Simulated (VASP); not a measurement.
# NaF (Fm-3m) in VASP: further runs

The runs below take NaF through single point, with PBEsol.

Everything below comes from runs of VASP 6.6.1. Logs are shortened: lines on timing, memory, paths and dates and some standing lists are left out, and cuts for length are marked.

## (1) The cell of the first run

The structure is cubic, space group Fm-3m (No. 225). Conventional cell: a = 4.609 Å, b = 4.609 Å, c = 4.609 Å, α = 90.00°, β = 90.00°, γ = 90.00°. Na (site symmetry m-3m) has 6 F at 2.30 Å within 3.0 Å. F (site symmetry m-3m) has 6 Na at 2.30 Å within 3.0 Å.

## (2) Single point, PBEsol

Input file INCAR:

```
PREC = Accurate
ENCUT = 520
EDIFF = 1E-6
ISMEAR = 0
SIGMA = 0.05
LREAL = False
LASPH = True
NELM = 100
ALGO = Normal
ISIF = 2
LWAVE = False
LCHARG = True
GGA = PS
LELF = True
LVHAR = True
NBANDS = 14
```

Input file KPOINTS:

```
regular mesh
0
Gamma
  10 10 10
```

Input file POSCAR:

```
NaF
1.0
    3.2589548270      0.0000000000      0.0000000000
    1.6294774135      2.8223376700      0.0000000000
    1.6294774135      0.9407792233      2.6609254736
Na F
1 1
Direct
    0.0000000000      0.0000000000      0.0000000000
    0.5000000000      0.5000000000      0.5000000000
```

Potentials or basis: VASP PAW PBE potentials, release 64 (Na_pv, F).

On the command line:

```console
$ cat potpaw_PBE.64/Na_pv/POTCAR potpaw_PBE.64/F/POTCAR > POTCAR
$ mpirun -np 1 vasp_std > vasp.out
```

OUTCAR:

```text
PREC = Accurate
   ENCUT = 520
   EDIFF = 1E-6
   ISMEAR = 0
   LREAL = False
   LASPH = True
   NELM = 100
   ISIF = 2
   GGA = PS

 ion  position               nearest neighbor table
   1  0.000  0.000  0.000-   2 2.30   2 2.30   2 2.30   2 2.30   2 2.30   2 2.30
   2  0.500  0.500  0.500-   1 2.30   1 2.30   1 2.30   1 2.30   1 2.30   1 2.30

  LATTYP: Found a face centered cubic cell.
 ALAT       =     4.6088581155

  Lattice vectors:

 A1 = (   3.2589548270,   0.0000000000,   0.0000000000)
 A2 = (   1.6294774135,   2.8223376700,   0.0000000000)
 A3 = (   1.6294774135,   0.9407792233,   2.6609254736)

Analysis of symmetry for initial positions (statically):
=====================================================================
 Subroutine PRICEL returns:
 Original cell was already a primitive cell.

 Routine SETGRP: Setting up the symmetry group for a
 face centered cubic supercell.

 Subroutine GETGRP returns: Found 48 space group operations
 (whereof 48 operations were pure point group operations)
 out of a pool of 48 trial point group operations.

The static configuration has the point symmetry O_h .

Analysis of symmetry for dynamics (positions and initial velocities):
=====================================================================
 Subroutine PRICEL returns:
 Original cell was already a primitive cell.

 Routine SETGRP: Setting up the symmetry group for a
 face centered cubic supercell.

 Subroutine GETGRP returns: Found 48 space group operations
 (whereof 48 operations were pure point group operations)
 out of a pool of 48 trial point group operations.

The dynamic configuration has the point symmetry O_h .

 Subroutine INISYM returns: Found 48 space group operations
 (whereof 48 operations are pure point group operations),
 and found     1 'primitive' translations

----------------------------------------------------------------------------------------

                                     Primitive cell

  volume of cell :      24.4748

  direct lattice vectors                    reciprocal lattice vectors
     3.258954827  0.000000000  0.000000000     0.306846843 -0.177158107 -0.125269699
     1.629477414  2.822337670  0.000000000     0.000000000  0.354316215 -0.125269699
     1.629477414  0.940779223  2.660925474     0.000000000  0.000000000  0.375809097

  length of vectors
     3.258954827  3.258954827  3.258954827     0.375809097  0.375809097  0.375809097

  position of ions in fractional coordinates (direct lattice)
     0.000000000  0.000000000  0.000000000
     0.500000000  0.500000000  0.500000000

  ion indices of the primitive-cell ions
   primitive index   ion index
                 1           1
                 2           2

----------------------------------------------------------------------------------------

 KPOINTS: regular mesh

Automatic generation of k-mesh.
 Grid dimensions read from file:
 generate k-points for:   10   10   10

 Generating k-lattice:

  Cartesian coordinates                     Fractional coordinates (reciprocal lattice)
     0.030684684 -0.017715811 -0.012526970     0.100000000  0.000000000  0.000000000
     0.000000000  0.035431621 -0.012526970     0.000000000  0.100000000 -0.000000000
     0.000000000  0.000000000  0.037580910     0.000000000  0.000000000  0.100000000

  Length of vectors
     0.037580910  0.037580910  0.037580910

  Shift w.r.t. Gamma in fractional coordinates (k-lattice)
     0.000000000  0.000000000  0.000000000

 Subroutine IBZKPT returns following result:
 ===========================================

 Found     47 irreducible k-points:

 Following reciprocal coordinates:
            Coordinates               Weight
  0.000000  0.000000  0.000000      1.000000
  0.100000  0.000000  0.000000      8.000000
  0.200000  0.000000  0.000000      8.000000
  0.300000  0.000000 -0.000000      8.000000
  0.400000  0.000000 -0.000000      8.000000
  0.500000  0.000000  0.000000      4.000000
[... 16 lines left out ...]
  0.300000  0.300000 -0.000000      6.000000
  0.400000  0.300000  0.000000     24.000000
 [... further k-points ...]
   k-points           NKPTS =     47   k-points in BZ     NKDIM =     47   number of bands    NBANDS=     14
   number of dos      NEDOS =    301   number of ions     NIONS =      2
   total plane-waves  NPLWV =  13824
   dimension x,y,z NGX =    24 NGY =   24 NGZ =   24
   dimension x,y,z NGXF=    48 NGYF=   48 NGZF=   48
   ions per type =               1   1
   NGX,Y,Z   is equivalent  to a cutoff of  12.24, 12.24, 12.24 a.u.
   NGXF,Y,Z  is equivalent  to a cutoff of  24.49, 24.49, 24.49 a.u.
 SYSTEM =  unknown system
   PREC   = accura    normal or accurate (medium, high low for compatibility)
   ISTART =      0    job   : 0-new  1-cont  2-samecut
   ICHARG =      2    charge: 1-file 2-atom 10-const
   ISPIN  =      1    spin polarized calculation?
   LNONCOLLINEAR =      F non collinear calculations
   LSORBIT =      F    spin-orbit coupling
   LASPH  =      T    aspherical Exc in radial PAW
   ENCUT  =  520.0 eV  38.22 Ry    6.18 a.u.   6.06  6.06  6.06*2*pi/ulx,y,z
   NELM   =    100;   NELMIN=  2; NELMDL= -5     # of ELM steps
   EDIFF  = 0.1E-05   stopping-criterion for ELM
   LREAL  =      F    real-space projection
   EDIFFG = 0.1E-04   stopping-criterion for IOM
   NSW    =      0    number of steps for IOM
   IBRION =     -1    ionic relax: 0-MD 1-quasi-New 2-CG
   NFREE  =      0    steps in history (QN), initial steepest desc. (CG)
   ISIF   =      2    stress and relaxation
   ISYM   =      2    0-nonsym 1-usesym 2-fastsym
   POTIM  = 0.5000    time-step for ionic-motion
   TEBEG  =    0.0;   TEEND  =   0.0 temperature during run
   PSTRESS=    0.0 pullay stress
   NELECT =      14.0000    total number of electrons
   NUPDOWN=      -1.0000    fix difference up-down
   EMIN   =  10.00;   EMAX   =-10.00  energy-range for DOS
   EFERMI =   0.00;   METHOD = LEGACY
   ISMEAR =     0;   SIGMA  =   0.05  broadening in eV -4-tet -1-fermi 0-gaus
   EFERMI_NEDOS =   21; number of points for ismear=-14 and -15
   IALGO  =     38    algorithm
   IMIX   =      4    mixing-type and parameters
     AMIX     =   0.40;   BMIX     =  1.00
     AMIX_MAG =   1.60;   BMIX_MAG =  1.00
  volume/ion in A,a.u.               =      12.24        82.58
  Fermi-wavevector in a.u.,A,eV,Ry     =   1.358973  2.568087 25.127344  1.846808
  Thomas-Fermi vector in A             =   2.485761
   LORBIT       =      0    0 simple, 1 ext, 2 COOP (PROOUT), +10 PAW based schemes
   GGA     = PS    functional components
   LHFCALC =     F    Hartree Fock is set to
   AEXX    =    0.0000 exact exchange contribution
   IVDW    =     0    specifies the selected vdW correction
   LEPSILON=     F    determine dielectric tensor
   LRPA    =     F    only Hartree local field effects (RPA)
 non-spin polarized calculation
 Gauss-broadening in eV      SIGMA  =   0.05
  energy-cutoff  :      520.00
  volume of cell :       24.47
 maximum number of plane-waves:       678
   NGX = 13   NGY = 13   NGZ = 13

 number of electron      13.9999988 magnetization

 Free energy of the ion-electron system (eV)
  ---------------------------------------------------
  ext. energy  EPLUGINS =         0.00000000
  ---------------------------------------------------
  free energy    TOTEN  =        -8.76754705 eV

  energy without entropy =       -8.76754705  energy(sigma->0) =       -8.76754705

 E-fermi :  -1.7678     XC(G=0):  -9.4160

 val. band max:       -2.1056126561   @ k =   0.0000   0.0000   0.0000
 cond. band min:       4.1402066182   @ k =   0.0000   0.0000   0.0000
 fundamental gap:      6.2458192743
 Fermi energy:        -1.7677514475

 k-point     1 :       0.0000    0.0000    0.0000
  band No.  band energies     occupation
      1     -21.1909      2.00000
      2     -20.8270      2.00000
      3     -20.8270      2.00000
      4     -20.8270      2.00000
      5      -2.1056      2.00000
      6      -2.1056      2.00000
      7      -2.1056      2.00000
      8       4.1402      0.00000
      9      16.8510      0.00000
     10      16.8510      0.00000
     11      16.8510      0.00000
     12      19.5675      0.00000
     13      21.9738      0.00000
     14      21.9738      0.00000

 k-point     2 :       0.1000    0.0000    0.0000
  band No.  band energies     occupation
      1     -21.3163      2.00000
      2     -20.8283      2.00000
      3     -20.8283      2.00000
      4     -20.6876      2.00000
      5      -2.3118      2.00000
      6      -2.1317      2.00000
      7      -2.1317      2.00000
      8       4.5055      0.00000
      9      15.5245      0.00000
     10      17.0118      0.00000
     11      17.0118      0.00000
     12      21.0678      0.00000
     13      21.5726      0.00000
     14      21.5726      0.00000

 k-point     3 :       0.2000    0.0000    0.0000
  band No.  band energies     occupation
      1     -21.5047      2.00000
      2     -20.8315      2.00000
      3     -20.8315      2.00000
      4     -20.4618      2.00000
      5      -2.7846      2.00000
      6      -2.1993      2.00000
      7      -2.1993      2.00000
      8       5.4407      0.00000
      9      13.7511      0.00000
     10      17.4175      0.00000
     11      17.4175      0.00000
     12      20.9509      0.00000
     13      20.9509      0.00000
     14      22.3556      0.00000
[... 324 lines left out ...]
 k-point    23 :       0.3000    0.3000   -0.0000
  band No.  band energies     occupation
      1     -21.4369      2.00000
      2     -20.8646      2.00000
      3     -20.8646      2.00000
      4     -20.4673      2.00000
      5      -3.2145      2.00000
      6      -2.3902      2.00000
      7      -2.3902      2.00000
      8       7.4474      0.00000
      9      12.1487      0.00000
     10      15.8209      0.00000
     11      17.4666      0.00000
     12      17.4666      0.00000
     13      23.7602      0.00000
     14      24.2656      0.00000

 k-point    24 :       0.4000    0.3000    0.0000
  band No.  band energies     occupation
      1     -21.4062      2.00000
      2     -20.8792      2.00000
      3     -20.8704      2.00000
      4     -20.4801      2.00000
      5      -3.3293      2.00000
      6      -2.5026      2.00000
      7      -2.4441      2.00000
      8       8.4561      0.00000
      9      11.6068      0.00000
     10      14.6829      0.00000
     11      17.5658      0.00000
     12      17.6069      0.00000
     13      23.5089      0.00000
     14      24.6521      0.00000

 [... further k-points ...]

------------------------ aborting loop because EDIFF is reached ----------------------------------------

  FORCE on cell =-STRESS in cart. coord.  units (eV):
  Direction    XX          YY          ZZ          XY          YZ          ZX
  --------------------------------------------------------------------------------------
  -------------------------------------------------------------------------------------
  Total        0.0893673      0.0893673      0.0893673      0.0000000     -0.0000000     -0.0000000
  in kB        5.8501823      5.8501823      5.8501823      0.0000000     -0.0000000     -0.0000000
  external PRESSURE =       5.8501823 kB  Pullay stress =       0.0000000 kB

 VOLUME and BASIS-vectors are now :
 -----------------------------------------------------------------------------
  energy-cutoff  :      520.00
  volume of cell :       24.47
      direct lattice vectors                 reciprocal lattice vectors
     3.258954827  0.000000000  0.000000000     0.306846843 -0.177158107 -0.125269699
     1.629477414  2.822337670  0.000000000     0.000000000  0.354316215 -0.125269699
     1.629477414  0.940779223  2.660925474     0.000000000  0.000000000  0.375809097

 POSITION                                       TOTAL-FORCE (eV/Angst)
 -----------------------------------------------------------------------------------
      0.00000      0.00000      0.00000         0.000000      0.000000      0.000000
      3.25895      1.88156      1.33046        -0.000000     -0.000000      0.000000
 -----------------------------------------------------------------------------------
    total drift:                               -0.000000      0.000000     -0.000000

  FREE ENERGIE OF THE ION-ELECTRON SYSTEM (eV)
  ---------------------------------------------------
  free  energy   TOTEN  =        -8.7675470535 eV

  energy  without entropy=       -8.7675470535  energy(sigma->0) =       -8.76754705
```

Wall time 14 s (1 thread of Intel Xeon 8259CL, shared host); peak memory 0.14 GiB.

Results:

* Free energy: -8.7675 eV
* Pressure: 0.6 GPa
* Band gap on the k mesh: 6.25 eV

Caveat: the PAW data sets were made with another functional, which shifts forces and pressure a little.

[end of part 1 of 2]
